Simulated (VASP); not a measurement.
A run of VASP 6.6.1:

Contents of INCAR:

```
ALGO     = Fast           # electronic algorithm
EDIFF    = 1E-6           # SCF threshold, eV
ENCUT    = 520            # plane-wave cutoff, eV
GGA      = PS             # functional
ISIF     = 2              # what is computed and relaxed
ISMEAR   = 0              # smearing method
LASPH    = T              # aspherical terms in the spheres
LCHARG   = T              # write CHGCAR
LELF     = T              # ELF
LREAL    = F              # projectors in reciprocal space
LVHAR    = T            
LWAVE    = F              # write WAVECAR
NBANDS   = 28             # bands
NELM     = 100            # most SCF steps
PREC     = Accurate       # precision mode
SIGMA    = 0.1            # smearing width, eV
```

The input KPOINTS:

```
k-points
0
Gamma
  18 18 6
```

POSCAR

```
Ti3Al
1.0
    2.8953889943      0.0000000000      0.0000000000
   -1.4476944972      2.5074804229      0.0000000000
    0.0000000000      0.0000000000      9.1383221274
Ti Al
3 1
Direct
    0.6666666667      0.3333333333      0.0000000000
    0.3333333333      0.6666666667      0.7511775950
    0.3333333333      0.6666666667      0.2488224050
    0.6666666667      0.3333333333      0.5000000000
```

Potentials or basis: VASP PAW PBE potentials, release 64 (Ti_sv, Al).

Run with:

```bash
$ cat potpaw_PBE.64/Ti_sv/POTCAR potpaw_PBE.64/Al/POTCAR > POTCAR
$ mpirun -np 1 vasp_std > vasp.out
```

Hardware: 1 thread of Intel(R) Xeon(R) 6975P-C (Granite Rapids), on a shared host.

Problem. How long does it take, and how much memory?

Solution. Run time: 9.4 min on 1 thread of Intel(R) Xeon(R) 6975P-C (Granite Rapids), with other jobs on the host, peak memory 0.35 GiB. Counts: scf iterations 42, k points 148.
